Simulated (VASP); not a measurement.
GaSb: single point with r2SCAN

GaSb:

```
Ga Sb
1.0
     0.00000    3.12720    3.01306
     3.12720    0.00000    3.01306
     3.12720    3.12720    0.00000
Ga Sb
1 1
Cartesian
  0.0000 0.0000 0.0000
  1.5636 1.5636 1.5065
```

This cell differs from its parent crystal: epitaxial xy strain +2.0%.

```json
{"Program": "VASP 6.6.1", "Task": "single point", "Functional": "r2SCAN", "Potentials or basis": "VASP PAW PBE potentials, release 64 (Ga_d, Sb)", "Cutoff": "520 eV", "k mesh": "8 × 8 × 8", "Occupations": "fermi-dirac, width 0.02 eV", "Spin": "no spin polarisation", "Dipole correction": "no", "Further INCAR settings": "ALGO = Normal; EDIFF = 1e-06; NBANDS = 16"}
```

```json
{
  "Pressure": "-1.1 GPa",
  "Band gap on the k mesh": "0.08 eV"
}
```

Stress tensor (GPa, compression positive):
```
-1.62  0.00  0.00
 0.00 -1.62  0.00
 0.00  0.00  0.06
```

Levels at points of the mesh, in eV from the valence-band top:
| k point | band 5 | band 6 | band 7 | band 8 | band 9 | band 10 | band 11 | band 12 | band 13 | band 14 |
| --- | --- | --- | --- | --- | --- | --- | --- | --- | --- | --- |
| (0.00, 0.00, 0.00) | -15.53 | -11.86 | -0.21 | -0.21 | 0.00 | 0.08 | 2.78 | 2.90 | 2.90 | 6.18 |
| (0.50, 0.00, 0.00) | -15.53 | -10.22 | -6.57 | -1.44 | -1.17 | 0.46 | 3.78 | 3.99 | 6.81 | 9.56 |
| (0.50, 0.50, 0.00) | -15.52 | -9.28 | -6.94 | -2.88 | -2.88 | 0.81 | 1.24 | 8.94 | 8.94 | 10.46 |
| (0.50, 0.00, 0.50) | -15.53 | -9.42 | -7.11 | -2.67 | -2.64 | 1.11 | 1.48 | 8.84 | 8.85 | 10.27 |

It took 110 s on 1 thread of Intel(R) Xeon(R) Platinum 8488C (Sapphire Rapids) (shared host), peak memory 0.23 GiB.

Caveat: the cell differs from its parent crystal (epitaxial xy strain +2.0%); semilocal functionals underestimate gaps, and a narrow one can read as zero; the PAW data sets were made with another functional, which shifts forces and pressure a little; spin-orbit coupling is left out, which moves the levels of the heavy elements. A k mesh can miss the band edges.
